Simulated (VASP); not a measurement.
Set up this calculation in VASP 6.6.1, as the native input.

```yaml
Task: single point
Functional: PBE
Potentials_or_basis: VASP PAW PBE potentials, release 64 (Si, H, O, C)
Cutoff: 520 eV
k_mesh: 1 × 1 × 1
Occupations: fermi-dirac, width 0.02 eV
Spin: no spin polarisation
Dipole_correction: no
Further_INCAR_settings: LREAL = Auto; ALGO = Normal; EDIFF = 1e-06; NBANDS = 68
```

The structure of SiH4CO lies in POSCAR:

```
SiH4CO
1.0
    9.0856030000      0.0000000000      0.0000000000
    0.0000000000      9.0856030000      0.0000000000
    0.0000000000      0.0000000000      9.0856030000
Si H O C
5 20 5 5
Direct
    0.5977258747      0.3197806464      0.7550517010
    0.8633659208      0.9356671208      0.1798009444
    0.0890199583      0.6048470311      0.0228933622
    0.0938517785      0.9716691341      0.6603964536
    0.5349782508      0.8063086182      0.5295961094
    0.4423371789      0.2885884404      0.7622829217
    0.6351807359      0.4017234739      0.6185060034
    0.6602863894      0.3811084416      0.8956917884
    0.6643697727      0.1618604731      0.7279869041
    0.7826007806      1.0387092634      0.2757879692
    0.8929071631      0.7898209948      0.2538521659
    0.7786164551      0.8944040368      0.0406577307
    1.0031365007      1.0159039527      0.1433256549
    0.1518996593      0.6249997936      0.1754754197
   -0.0508386730      0.5174340107      0.0547349471
    0.0795324207      0.7616555555     -0.0297613708
    0.1862176897      0.5148915267     -0.0746125491
   -0.0522144760      0.9130489193      0.6637974387
    0.1906312658      0.8545607815      0.7208987670
    0.1358412865      0.9962905049      0.5007152525
    0.1286100658      1.1137730759      0.7506711442
    0.5167736253      0.9565242945      0.5982541830
    0.5317313556      0.6855901584      0.6392531129
    0.4226246733      0.7842187249      0.4178478853
    0.6727126422      0.7895788535      0.4378135386
    0.1574138778      0.2605440718      0.3509178202
    0.5476026192      0.7098813364      0.0153539616
    0.5215834326      0.3143874986      0.2281961913
    0.2188077115      0.1710288244      0.0509157180
   -0.0023663812      0.5538652745      0.5403053600
    0.2204256558      0.3566741800      0.3969576923
    0.4584395774      0.7730912302      0.0756251401
    0.6476290016      0.3126594900      0.2379038573
    0.3058575199      0.1072686095     -0.0097296789
   -0.0331513494      0.5584329406      0.6645018498
```

These files were run (other wordings do the same):

INCAR

```
ALGO     = Normal         # electronic algorithm
EDIFF    = 1E-6           # SCF threshold, eV
ENCUT    = 520            # plane-wave cutoff, eV
GGA      = PE             # functional
ISIF     = 2              # what is computed and relaxed
ISMEAR   = -1             # smearing method
LASPH    = True           # aspherical terms in the spheres
LCHARG   = True           # write CHGCAR
LELF     = True           # ELF
LREAL    = Auto         
LVHAR    = True         
LWAVE    = False          # write WAVECAR
NBANDS   = 68             # bands
NELM     = 60             # most SCF steps
PREC     = Accurate       # precision mode
SIGMA    = 0.02           # smearing width, eV
```

KPOINTS

```
k-points
0
Gamma
  1 1 1
```

Potentials or basis: VASP PAW PBE potentials, release 64 (Si, H, O, C).

The run is started by

```console
$ cat potpaw_PBE.64/Si/POTCAR potpaw_PBE.64/H/POTCAR potpaw_PBE.64/O/POTCAR potpaw_PBE.64/C/POTCAR > POTCAR
$ mpirun -np 1 vasp_gam > vasp.out
```

Results of the run:

| Item | Value |
| --- | --- |
| Pressure | 0.2 GPa |
| Largest force | 2.285 eV/Å |
| Band gap on the k mesh | 5.23 eV |

Caveat: the k points lie up to 0.69 Å⁻¹ apart.

Wall time 3.2 min on 1 thread of Intel Xeon 8259CL, with other jobs on the host, peak memory 0.71 GiB.
